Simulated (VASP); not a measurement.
Set up this calculation in VASP 6.6.1, as the native input.

- Task: single point
- Functional: LDA
- Potentials or basis: VASP PAW LDA potentials, release 64 (C)
- Cutoff: 520 eV
- k mesh: 12 × 12 × 12
- Occupations: gaussian, width 0.05 eV
- Spin: no spin polarisation
- Dipole correction: no
- Further INCAR settings: ALGO = Normal; EDIFF = 1e-06; NBANDS = 11

The structure of C lies in POSCAR:

```
C
1.0
    1.2587270051      0.7267263753      3.5143613814
   -1.2587270051      0.7267263753      3.5143613814
    0.0000000000     -1.4534527505      3.5143613814
C
2
Direct
    0.1640000000      0.1640000000      0.1640000000
    0.8360000000      0.8360000000      0.8360000000
```

This cell differs from its parent crystal: strain +0.025 along x and y, +0.050 along z.

These files were run (other wordings do the same):

INCAR

```
PREC     = Accurate       # precision mode
ENCUT    = 520            # plane-wave cutoff, eV
EDIFF    = 1E-6           # SCF threshold, eV
ISMEAR   = 0              # smearing method
SIGMA    = 0.05           # smearing width, eV
LREAL    = F              # projectors in reciprocal space
LASPH    = T              # aspherical terms in the spheres
NELM     = 100            # most SCF steps
ALGO     = Normal         # electronic algorithm
ISIF     = 2              # what is computed and relaxed
LWAVE    = F              # write WAVECAR
LCHARG   = T              # write CHGCAR
LELF     = T              # ELF
LVHAR    = T            
NBANDS   = 11             # bands
```

KPOINTS

```
Automatic mesh
0
Gamma
  12 12 12
```

Potentials or basis: VASP PAW LDA potentials, release 64 (C).

Run with:

```console
$ cat potpaw_LDA.64/C/POTCAR > POTCAR
$ mpirun -np 1 vasp_std > vasp.out
```

It gave:

```json
{
 "Pressure": "-21.0 GPa",
 "Largest force": "0.952 eV/Å",
 "Band gap on the k mesh": "0.61 eV, direct"
}
```

Caveat: the cell differs from its parent crystal (strain +0.025 along x and y, +0.050 along z).

Wall time 30 s on 1 thread of AMD EPYC 9R45 96-Core Processor (Zen 5), on a shared host, peak memory 0.12 GiB.
